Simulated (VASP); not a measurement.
Set up this calculation in VASP 6.6.1, as the native input.

```
Task                   : single point
Functional             : PBE
Potentials or basis    : VASP PAW PBE potentials, release 64 (Si, O)
Cutoff                 : 520 eV
k mesh                 : 6 × 6 × 5
Occupations            : fermi-dirac, width 0.05 eV
Spin                   : no spin polarisation
Dipole correction      : no
Further INCAR settings : ALGO = Normal; EDIFF = 1e-07; NBANDS = 34
```

The structure of SiO2 lies in POSCAR:

```
SiO2
1.0
    5.1603509938      0.0000000000      0.0000000000
   -2.5801754968      4.4689950530      0.0000000000
    0.0000000000      0.0000000000      5.6491662803
Si O
3 6
Direct
    0.5000000000      0.0000000000      0.0000000000
    0.5000000000      0.5000000000      0.3333333333
    0.0000000000      0.5000000000      0.6666666667
    0.4172565700      0.2086282850      0.1666666667
    0.7913717150      0.2086282850      0.8333333333
    0.2086282850      0.4172565700      0.5000000000
    0.5827434300      0.7913717150      0.1666666667
    0.2086282850      0.7913717150      0.8333333333
    0.7913717150      0.5827434300      0.5000000000
```

These files were run (other wordings do the same):

INCAR

```
PREC = Accurate
ENCUT = 520
EDIFF = 1E-7
ISMEAR = -1
SIGMA = 0.05
LREAL = False
LASPH = True
NELM = 80
ALGO = Normal
ISIF = 2
LWAVE = False
LCHARG = False
GGA = PE
NBANDS = 34
```

KPOINTS

```
Automatic mesh
0
Gamma
  6 6 5
```

Potentials or basis: VASP PAW PBE potentials, release 64 (Si, O).

Command:

```sh
$ cat potpaw_PBE.64/Si/POTCAR potpaw_PBE.64/O/POTCAR > POTCAR
$ mpirun -np 1 vasp_std > vasp.out
```

Results of the run:

```json
{
 "Pressure": "-5.0 GPa",
 "Largest force": "0.184 eV/Å",
 "Band gap on the k mesh": "5.32 eV (least direct gap 5.50 eV)"
}
```

Caveat: the cell stands under tension; an odd mesh through Γ misses points on the zone boundary, where band edges can lie.

Run time: 2.4 min on 1 thread of Intel(R) Xeon(R) Platinum 8488C (Sapphire Rapids), with other jobs on the host, peak memory 0.26 GiB.
